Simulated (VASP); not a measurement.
The system is Sb.

```
CELL_PARAMETERS angstrom
3.61847 0.00000 0.00000
-1.80923 3.13369 0.00000
0.00000 0.00000 6.02064
ATOMIC_POSITIONS crystal
Sb 0.00000 0.00000 0.20599
Sb 0.00000 0.00000 0.79401
```

```yaml
Program: VASP 6.6.1
Task: relaxation of cell and atoms
Functional: PBE
Potentials_or_basis: VASP PAW PBE potentials, release 64 (Sb_d_GW)
Cutoff: 500 eV
k_mesh: 6 × 6 × 4
Occupations: gaussian, width 0.1 eV
Spin: no spin polarisation
```

At the start: pressure 3.9 GPa; volume 34.13 Å³/atom.

Problem. Where does the relaxation end?

Solution. Over 9 steps the energy falls by 532.7 meV/atom and the volume is 30.67 Å³/atom (-10.2 %); space group P6/mmm (No. 191, to 0.05 Å).

Step by step:
| step | energy change (eV) | largest force (eV/Å) | pressure (GPa) | volume (Å³) |
| --- | --- | --- | --- | --- |
| 1 | 0.0000 | 3.9888 | 3.88 | 68.27 |
| 2 | -0.2773 | 0.3317 | -5.52 | 74.29 |
| 3 | -0.8447 | 0.5570 | -5.75 | 71.35 |
| 4 | -0.8507 | 0.4301 | -5.49 | 71.15 |
| 5 | -0.8512 | 0.3421 | -5.34 | 71.03 |
| 6 | -1.0432 | 0.3190 | -0.32 | 61.46 |
| 7 | -1.0483 | 0.3293 | -1.27 | 62.63 |
| 8 | -1.0580 | 0.2480 | 1.02 | 60.52 |
| 9 | -1.0655 | 0.0219 | 0.05 | 61.33 |

Final structure:
```yaml
crystal:
  lattice:
    - [3.30386, 0.00000, 0.00000]
    - [-1.65193, 2.86123, 0.00000]
    - [0.00000, 0.00000, 6.48799]
  atoms:
    - { symbol: Sb, position: [0.00000, 0.00000, 0.22101] }
    - { symbol: Sb, position: [0.00000, 0.00000, 0.77899] }
```
